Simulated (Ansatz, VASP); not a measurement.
## Two plane-wave programs on AsSe3

```
As Se
1.0
     3.71890    0.00000    0.00000
    -1.85945    3.22066    0.00000
     0.00000    0.00000    7.51060
As Se
1 3
Direct
  0.33333 0.66667 0.50000
  0.33333 0.66667 0.00000
  0.66667 0.33333 0.73282
  0.66667 0.33333 0.26718
```

Change from the starting cell: species swapped into the Mg3Cd type (P-6m2, No. 187).

Alike in both runs: functional PBE; k mesh 6 × 6 × 2; occupations gaussian, width 0.2 eV; no spin polarisation.

Ansatz relaxed the structure, and its values are those at the end. VASP's run is a single point on that final structure, the one shown.

|  | VASP | Ansatz |
| --- | --- | --- |
| version | VASP 6.6.1 | Ansatz 0.2.0 |
| potentials or method | VASP PAW PBE potentials, release 64 (As, Se), cutoff 500 eV | scalar-relativistic, plane waves, PAW |
| valence electrons in the cell | 23 | 63 |

Ansatz gave:

```
gap on the k mesh at the Fermi level (eV) : none
pressure (GPa)                            : 0.0
rms of the force components (eV/Å)        : 0.008
```

Q: Estimate VASP's values.

A: gap on the k mesh at the Fermi level (eV): none; pressure (GPa): 0.0; rms of the force components (eV/Å): 0.010.

A gap of «none» marks a metal or a gap that the smearing closes. VASP's potentials hold 23 valence electrons a cell and Ansatz's 63, so a difference there can come from the potentials and not from the codes.

The k mesh is coarse, so the values compare programs but aren't converged.
